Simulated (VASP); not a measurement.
# BaTiO3 in VASP: a series of runs

Runs on BaTiO3. Level: LDA. Tasks: single point.

Everything below comes from runs of VASP 6.6.1. Logs are shortened: lines on timing, memory, paths and dates and some standing lists are left out, and cuts for length are marked.

## 1. The cell of the first run

Symmetry: R-3m, No. 166, trigonal system. The conventional cell has a = 5.639 Å, b = 5.639 Å, c = 7.010 Å, α = 90.00°, β = 90.00°, γ = 120.00°. Within 3.7 Å of Ba (site symmetry -3m) lie 12 O at 2.82 to 2.85 Å and 8 Ti at 3.46 to 3.51 Å. Within 2.7 Å of Ti (site symmetry -3m) lie 6 O at 2.00 Å. Within 2.7 Å of O (site symmetry 2/m) lie 2 Ti at 2.00 Å.

## 2. Single point, LDA (equal xy, yz and zx shear strains of +1 %)

INCAR

```
PREC = Accurate
ENCUT = 520
EDIFF = 1E-6
ISMEAR = -1
SIGMA = 0.05
LREAL = False
LASPH = True
NELM = 60
ALGO = Normal
ISIF = 2
LWAVE = False
LCHARG = True
GGA = CA
LELF = True
LVHAR = True
NBANDS = 28
```

KPOINTS

```
Automatic mesh
0
Gamma
  8 8 8
```

POSCAR

```
BaTiO3
1.0
    4.0073000000      0.0200365000      0.0200365000
    0.0200365000      4.0073000000      0.0200365000
    0.0200365000      0.0200365000      4.0073000000
Ba Ti O
1 1 3
Direct
    0.5000000000      0.5000000000      0.5000000000
    0.0000000000      0.0000000000      0.0000000000
    0.5000000000      0.0000000000      0.0000000000
    0.0000000000      0.5000000000      0.0000000000
    0.0000000000      0.0000000000      0.5000000000
```

Potentials or basis: VASP PAW LDA potentials, release 64 (Ba_sv, Ti_sv, O).

Launch:

```bash
cat potpaw_LDA.64/Ba_sv/POTCAR potpaw_LDA.64/Ti_sv/POTCAR potpaw_LDA.64/O/POTCAR > POTCAR
mpirun -np 1 vasp_std > vasp.out
```

OUTCAR:

```text
PREC = Accurate
   ENCUT = 520
   EDIFF = 1E-6
   ISMEAR = -1
   LREAL = False
   LASPH = True
   NELM = 60
   ISIF = 2
   GGA = CA

 ion  position               nearest neighbor table
   1  0.500  0.500  0.500-   3 2.82   4 2.82   3 2.82   5 2.82   4 2.82   5 2.82   3 2.85   3 2.85
                             4 2.85   5 2.85   4 2.85   5 2.85   2 3.46   2 3.46   2 3.46   2 3.46
   2  0.000  0.000  0.000-   3 2.00   4 2.00   5 2.00   5 2.00   4 2.00   3 2.00   1 3.46   1 3.46
                             1 3.46   1 3.46   1 3.46   1 3.46   1 3.51   1 3.51
   3  0.500  0.000  0.000-   2 2.00   2 2.00   1 2.82   1 2.82   1 2.85   1 2.85
   4  0.000  0.500  0.000-   2 2.00   2 2.00   1 2.82   1 2.82   1 2.85   1 2.85
   5  0.000  0.000  0.500-   2 2.00   2 2.00   1 2.82   1 2.82   1 2.85   1 2.85

  LATTYP: Found a trigonal (rhomboedric) cell.
 ALAT       =     4.0074001812
 COS(alpha) =     0.0100244988

  Lattice vectors:

 A1 = (   4.0073000000,   0.0200365000,   0.0200365000)
 A2 = (   0.0200365000,   4.0073000000,   0.0200365000)
 A3 = (   0.0200365000,   0.0200365000,   4.0073000000)

Analysis of symmetry for initial positions (statically):
=====================================================================
 Subroutine PRICEL returns:
 Original cell was already a primitive cell.

 Routine SETGRP: Setting up the symmetry group for a
 trigonal (rhombohedral) supercell.

 Subroutine GETGRP returns: Found 12 space group operations
 (whereof 12 operations were pure point group operations)
 out of a pool of 12 trial point group operations.

The static configuration has the point symmetry D_3d.

Analysis of symmetry for dynamics (positions and initial velocities):
=====================================================================
 Subroutine PRICEL returns:
 Original cell was already a primitive cell.

 Routine SETGRP: Setting up the symmetry group for a
 trigonal (rhombohedral) supercell.

 Subroutine GETGRP returns: Found 12 space group operations
 (whereof 12 operations were pure point group operations)
 out of a pool of 12 trial point group operations.

The dynamic configuration has the point symmetry D_3d.

 Subroutine INISYM returns: Found 12 space group operations
 (whereof 12 operations are pure point group operations),
 and found     1 'primitive' translations

----------------------------------------------------------------------------------------

                                     Primitive cell

  volume of cell :      64.3462

  direct lattice vectors                    reciprocal lattice vectors
     4.007300000  0.020036500  0.020036500     0.249556997 -0.001241577 -0.001241577
     0.020036500  4.007300000  0.020036500    -0.001241577  0.249556997 -0.001241577
     0.020036500  0.020036500  4.007300000    -0.001241577 -0.001241577  0.249556997

  length of vectors
     4.007400181  4.007400181  4.007400181     0.249563174  0.249563174  0.249563174

  position of ions in fractional coordinates (direct lattice)
     0.500000000  0.500000000  0.500000000
     0.000000000  0.000000000  0.000000000
     0.500000000  0.000000000  0.000000000
     0.000000000  0.500000000  0.000000000
     0.000000000  0.000000000  0.500000000

  ion indices of the primitive-cell ions
   primitive index   ion index
                 1           1
                 2           2
                 3           3
                 4           4
                 5           5

----------------------------------------------------------------------------------------

 KPOINTS: Automatic mesh

Automatic generation of k-mesh.
 Grid dimensions read from file:
 generate k-points for:    8    8    8

 Generating k-lattice:

  Cartesian coordinates                     Fractional coordinates (reciprocal lattice)
     0.031194625 -0.000155197 -0.000155197     0.125000000  0.000000000  0.000000000
    -0.000155197  0.031194625 -0.000155197     0.000000000  0.125000000  0.000000000
    -0.000155197 -0.000155197  0.031194625     0.000000000  0.000000000  0.125000000

  Length of vectors
     0.031195397  0.031195397  0.031195397

  Shift w.r.t. Gamma in fractional coordinates (k-lattice)
     0.000000000  0.000000000  0.000000000

 Subroutine IBZKPT returns following result:
 ===========================================

 Found     65 irreducible k-points:

 Following reciprocal coordinates:
            Coordinates               Weight
  0.000000  0.000000  0.000000      1.000000
  0.125000  0.000000  0.000000      6.000000
  0.250000  0.000000  0.000000      6.000000
  0.375000  0.000000  0.000000      6.000000
  0.500000  0.000000  0.000000      3.000000
  0.125000  0.125000  0.000000      6.000000
[... 16 lines left out ...]
  0.250000  0.125000  0.125000      6.000000
  0.375000  0.125000  0.125000      6.000000
 [... further k-points ...]
   k-points           NKPTS =     65   k-points in BZ     NKDIM =     65   number of bands    NBANDS=     28
   number of dos      NEDOS =    301   number of ions     NIONS =      5
   total plane-waves  NPLWV =  27000
   dimension x,y,z NGX =    30 NGY =   30 NGZ =   30
   dimension x,y,z NGXF=    60 NGYF=   60 NGZF=   60
   ions per type =               1   1   3
   NGX,Y,Z   is equivalent  to a cutoff of  12.45, 12.45, 12.45 a.u.
   NGXF,Y,Z  is equivalent  to a cutoff of  24.89, 24.89, 24.89 a.u.
 SYSTEM =  unknown system
   PREC   = accura    normal or accurate (medium, high low for compatibility)
   ISTART =      0    job   : 0-new  1-cont  2-samecut
   ICHARG =      2    charge: 1-file 2-atom 10-const
   ISPIN  =      1    spin polarized calculation?
   LNONCOLLINEAR =      F non collinear calculations
   LSORBIT =      F    spin-orbit coupling
   LASPH  =      T    aspherical Exc in radial PAW
   ENCUT  =  520.0 eV  38.22 Ry    6.18 a.u.   7.45  7.45  7.45*2*pi/ulx,y,z
   NELM   =     60;   NELMIN=  2; NELMDL= -5     # of ELM steps
   EDIFF  = 0.1E-05   stopping-criterion for ELM
   LREAL  =      F    real-space projection
   EDIFFG = 0.1E-04   stopping-criterion for IOM
   NSW    =      0    number of steps for IOM
   IBRION =     -1    ionic relax: 0-MD 1-quasi-New 2-CG
   NFREE  =      0    steps in history (QN), initial steepest desc. (CG)
   ISIF   =      2    stress and relaxation
   ISYM   =      2    0-nonsym 1-usesym 2-fastsym
   POTIM  = 0.5000    time-step for ionic-motion
   TEBEG  =    0.0;   TEEND  =   0.0 temperature during run
   PSTRESS=    0.0 pullay stress
   NELECT =      40.0000    total number of electrons
   NUPDOWN=      -1.0000    fix difference up-down
   EMIN   =  10.00;   EMAX   =-10.00  energy-range for DOS
   EFERMI =   0.00;   METHOD = LEGACY
   ISMEAR =    -1;   SIGMA  =   0.05  broadening in eV -4-tet -1-fermi 0-gaus
   EFERMI_NEDOS =   21; number of points for ismear=-14 and -15
   IALGO  =     38    algorithm
   IMIX   =      4    mixing-type and parameters
     AMIX     =   0.40;   BMIX     =  1.00
     AMIX_MAG =   1.60;   BMIX_MAG =  1.00
  volume/ion in A,a.u.               =      12.87        86.85
  Fermi-wavevector in a.u.,A,eV,Ry     =   1.397185  2.640296 26.560271  1.952125
  Thomas-Fermi vector in A             =   2.520466
   LORBIT       =      0    0 simple, 1 ext, 2 COOP (PROOUT), +10 PAW based schemes
   GGA     = CA    functional components
   LHFCALC =     F    Hartree Fock is set to
   AEXX    =    0.0000 exact exchange contribution
   IVDW    =     0    specifies the selected vdW correction
   LEPSILON=     F    determine dielectric tensor
   LRPA    =     F    only Hartree local field effects (RPA)
 non-spin polarized calculation
  energy-cutoff  :      520.00
  volume of cell :       64.35
 maximum number of plane-waves:      1755
 NGX is ok and might be reduce to    30
   NGX = 15   NGY = 15   NGZ = 15

 number of electron      39.9999974 magnetization

 Free energy of the ion-electron system (eV)
  ---------------------------------------------------
  ext. energy  EPLUGINS =         0.00000000
  ---------------------------------------------------
  free energy    TOTEN  =       -44.08810298 eV

  energy without entropy =      -44.08810298  energy(sigma->0) =      -44.08810298

 E-fermi :   4.3357     XC(G=0): -11.7194

 val. band max:        3.5048939926   @ k =   0.5000   0.5000   0.5000
 cond. band min:       5.1277926457   @ k =   0.0000   0.0000   0.0000
 fundamental gap:      1.6228986531
 Fermi energy:         4.3357296314

 k-point     1 :       0.0000    0.0000    0.0000
  band No.  band energies     occupation
      1     -52.4038      2.00000
      2     -29.0201      2.00000
      3     -29.0201      2.00000
      4     -29.0084      2.00000
      5     -21.1688      2.00000
      6     -13.0775      2.00000
[... 20 lines left out ...]
     27       8.3842      0.00000
     28      10.6498      0.00000

 k-point     2 :       0.1250    0.0000    0.0000
  band No.  band energies     occupation
      1     -52.4036      2.00000
      2     -29.0261      2.00000
      3     -29.0198      2.00000
      4     -29.0099      2.00000
      5     -21.1515      2.00000
      6     -13.0871      2.00000
[... 20 lines left out ...]
     27       8.6965      0.00000
     28      11.0255      0.00000

 k-point     3 :       0.2500    0.0000    0.0000
  band No.  band energies     occupation
      1     -52.4033      2.00000
      2     -29.0436      2.00000
      3     -29.0190      2.00000
      4     -29.0104      2.00000
      5     -21.1089      2.00000
      6     -13.1587      2.00000
[... 20 lines left out ...]
     27       9.5194      0.00000
     28      11.8045      0.00000

 k-point     4 :       0.3750    0.0000    0.0000
  band No.  band energies     occupation
      1     -52.4029      2.00000
      2     -29.0619      2.00000
      3     -29.0182      2.00000
      4     -29.0100      2.00000
      5     -21.0655      2.00000
      6     -13.2725      2.00000
[... 20 lines left out ...]
     27      10.4910      0.00000
     28      11.6807      0.00000

 k-point     5 :       0.5000    0.0000    0.0000
  band No.  band energies     occupation
      1     -52.4027      2.00000
      2     -29.0696      2.00000
      3     -29.0179      2.00000
      4     -29.0097      2.00000
      5     -21.0473      2.00000
      6     -13.3259      2.00000
[... 20 lines left out ...]
     27      10.9595      0.00000
     28      11.6284      0.00000

 k-point     6 :       0.1250    0.1250    0.0000
  band No.  band energies     occupation
      1     -52.4035      2.00000
      2     -29.0272      2.00000
      3     -29.0237      2.00000
      4     -29.0119      2.00000
      5     -21.1353      2.00000
      6     -13.0796      2.00000
[... 463 lines left out ...]
      5     -20.9694      2.00000
      6     -12.7039      2.00000
[... 20 lines left out ...]
     27      11.6159      0.00000
     28      13.3171      0.00000

 k-point    22 :       0.1250    0.1250    0.1250
  band No.  band energies     occupation
      1     -52.4033      2.00000
      2     -29.0269      2.00000
      3     -29.0269      2.00000
      4     -29.0161      2.00000
      5     -21.1201      2.00000
      6     -13.0612      2.00000
[... 20 lines left out ...]
     27       9.2170      0.00000
     28      11.4020      0.00000

 k-point    23 :       0.2500    0.1250    0.1250
  band No.  band energies     occupation
      1     -52.4029      2.00000
      2     -29.0429      2.00000
      3     -29.0261      2.00000
      4     -29.0179      2.00000
      5     -21.0818      2.00000
      6     -13.0682      2.00000
[... 20 lines left out ...]
     27       9.9901      0.00000
     28      11.7815      0.00000

 k-point    24 :       0.3750    0.1250    0.1250
  band No.  band energies     occupation
      1     -52.4026      2.00000
      2     -29.0610      2.00000
      3     -29.0253      2.00000
      4     -29.0174      2.00000
      5     -21.0423      2.00000
      6     -13.1344      2.00000
[... 20 lines left out ...]
     27      10.9267      0.00000
     28      12.0839      0.00000

 [... further k-points ...]
[... 5 lines left out ...]
  --------------------------------------------------------------------------------------
  -------------------------------------------------------------------------------------
  Total       -2.9831244     -2.9831244     -2.9831244     -0.4917469     -0.4917469     -0.4917469
  in kB      -74.2777675    -74.2777675    -74.2777675    -12.2441632    -12.2441632    -12.2441632
  external PRESSURE =     -74.2777675 kB  Pullay stress =       0.0000000 kB

 VOLUME and BASIS-vectors are now :
 -----------------------------------------------------------------------------
  energy-cutoff  :      520.00
  volume of cell :       64.35
      direct lattice vectors                 reciprocal lattice vectors
     4.007300000  0.020036500  0.020036500     0.249556997 -0.001241577 -0.001241577
     0.020036500  4.007300000  0.020036500    -0.001241577  0.249556997 -0.001241577
     0.020036500  0.020036500  4.007300000    -0.001241577 -0.001241577  0.249556997

 POSITION                                       TOTAL-FORCE (eV/Angst)
 -----------------------------------------------------------------------------------
      2.02369      2.02369      2.02369        -0.000000     -0.000000     -0.000000
      0.00000      0.00000      0.00000         0.000000      0.000000     -0.000000
      2.00365      0.01002      0.01002         0.000000     -0.000000     -0.000000
      0.01002      2.00365      0.01002         0.000000      0.000000      0.000000
      0.01002      0.01002      2.00365        -0.000000      0.000000     -0.000000
 -----------------------------------------------------------------------------------
    total drift:                                0.000000     -0.000000      0.000000

  FREE ENERGIE OF THE ION-ELECTRON SYSTEM (eV)
  ---------------------------------------------------
  free  energy   TOTEN  =       -44.0881029837 eV

  energy  without entropy=      -44.0881029776  energy(sigma->0) =      -44.08810298
```

Run time: 2 min. Hardware: 1 thread of Intel Xeon Platinum 8259CL at 2.50GHz (Skylake/Cascade Lake), shared host; peak memory 0.23 GiB.

What came out:

```
Free energy            : -44.0881 eV
Pressure               : -7.4 GPa
Band gap on the k mesh : 1.62 eV, indirect (least direct gap 1.75 eV)
```

Caveat: the cell differs from its parent crystal (equal xy, yz and zx shear strains of +1 %); spin-orbit coupling is left out, which moves the levels of the heavy elements. A k mesh can miss the band edges.

## 3. Single point, LDA (equal xy, yz and zx shear strains of +3 %)

INCAR

```
SYSTEM = BaTiO3
PREC = Accurate ; ENCUT = 520
EDIFF = 1E-7 ; ISMEAR = -1
SIGMA = 0.05 ; LREAL = .FALSE.
LASPH = .TRUE. ; NELM = 100
ALGO = Normal ; ISIF = 2
LWAVE = .FALSE. ; LCHARG = .FALSE.
GGA = CA ; NBANDS = 28
```

KPOINTS

```
Automatic mesh
0
G
  8 8 8
  0 0 0
```

Edit POSCAR of step 2 so:

```diff
@@ -2,5 +2,5 @@
 1.0
-    4.0073000000      0.0200365000      0.0200365000
-    0.0200365000      4.0073000000      0.0200365000
-    0.0200365000      0.0200365000      4.0073000000
+    4.0073000000      0.0601095000      0.0601095000
+    0.0601095000      4.0073000000      0.0601095000
+    0.0601095000      0.0601095000      4.0073000000
 Ba Ti O
```

Potentials or basis: VASP PAW LDA potentials, release 64 (Ba_sv, Ti_sv, O).

Launch:

```bash
cat potpaw_LDA.64/Ba_sv/POTCAR potpaw_LDA.64/Ti_sv/POTCAR potpaw_LDA.64/O/POTCAR > POTCAR
mpirun -np 1 vasp_std > vasp.out
```

Run time: 2 min. Hardware: 1 thread of Intel Xeon Platinum 8259CL at 2.50GHz (Skylake/Cascade Lake), shared host; peak memory 0.23 GiB.

Results (log left out):

* Free energy: -44.0317 eV
* Pressure: -7.2 GPa
* Band gap on the k mesh: 1.55 eV, indirect (least direct gap 1.63 eV)

Stress tensor (GPa, compression positive):
```
-7.18 -3.65 -3.65
-3.65 -7.18 -3.65
-3.65 -3.65 -7.18
```

Levels at points of the mesh, in eV from the valence-band top:
| k point | band 17 | band 18 | band 19 | band 20 | band 21 | band 22 | band 23 | band 24 |
| --- | --- | --- | --- | --- | --- | --- | --- | --- |
| (0.00, 0.00, 0.00) | -1.04 | -0.36 | -0.08 | -0.08 | 1.55 | 1.55 | 1.70 | 3.87 |
| (0.50, 0.00, 0.00) | -1.96 | -1.81 | -0.90 | -0.62 | 1.77 | 3.37 | 3.42 | 3.89 |
| (0.50, 0.50, 0.00) | -1.77 | -0.96 | -0.85 | -0.12 | 3.37 | 3.42 | 3.81 | 4.72 |
| (0.50, 0.50, 0.50) | -2.36 | -0.08 | 0.00 | 0.00 | 4.04 | 4.04 | 4.13 | 6.50 |

Caveat: the cell differs from its parent crystal (equal xy, yz and zx shear strains of +3 %); spin-orbit coupling is left out, which moves the levels of the heavy elements.

## 4. Single point, LDA (volume scaled by 0.96)

INCAR

```
SYSTEM = BaTiO3
PREC = Accurate
ENCUT = 520
EDIFF = 1E-6
ISMEAR = -1
SIGMA = 0.05
LREAL = .False.
LASPH = .True.
NELM = 80
ALGO = Normal
ISIF = 2
LWAVE = .False.
LCHARG = .False.
GGA = CA
NBANDS = 28
```

KPOINTS

```
regular mesh
0
Gamma
  8 8 8
  0 0 0
```

Edit POSCAR of step 3 so:

```diff
@@ -2,5 +2,5 @@
 1.0
-    4.0073000000      0.0601095000      0.0601095000
-    0.0601095000      4.0073000000      0.0601095000
-    0.0601095000      0.0601095000      4.0073000000
+    3.9531406582      0.0000000000      0.0000000000
+    0.0000000000      3.9531406582      0.0000000000
+    0.0000000000      0.0000000000      3.9531406582
 Ba Ti O
```

Launch:

```bash
cat potpaw_LDA.64/Ba_sv/POTCAR potpaw_LDA.64/Ti_sv/POTCAR potpaw_LDA.64/O/POTCAR > POTCAR
mpirun -np 1 vasp_std > vasp.out
```

Run time: 47 s. Hardware: 1 thread of Intel Xeon 6975P-C, shared host; peak memory 0.19 GiB.

The run converged. Its results:

```yaml
Free_energy: -44.1566 eV
Pressure: -0.3 GPa
Band_gap_on_the_k_mesh: 1.73 eV, indirect (least direct gap 1.83 eV)
```

Levels at points of the mesh, in eV from the valence-band top:
```tsv
k point	band 16	band 17	band 18	band 19	band 20	band 21	band 22	band 23	band 24	band 25
(0.00, 0.00, 0.00)	-1.17	-1.17	-0.10	-0.10	-0.10	1.73	1.73	1.73	4.20	4.20
(0.50, 0.00, 0.00)	-2.03	-1.90	-1.90	-0.72	-0.72	1.91	3.65	3.65	4.21	6.32
(0.50, 0.50, 0.00)	-2.89	-1.72	-0.84	-0.84	-0.10	3.66	3.66	4.08	5.11	8.00
(0.50, 0.50, 0.50)	-2.39	-2.39	0.00	0.00	0.00	4.38	4.38	4.38	6.83	6.83
```

Caveat: spin-orbit coupling is left out, which moves the levels of the heavy elements. A k mesh can miss the band edges.

[end of part 1 of 2]
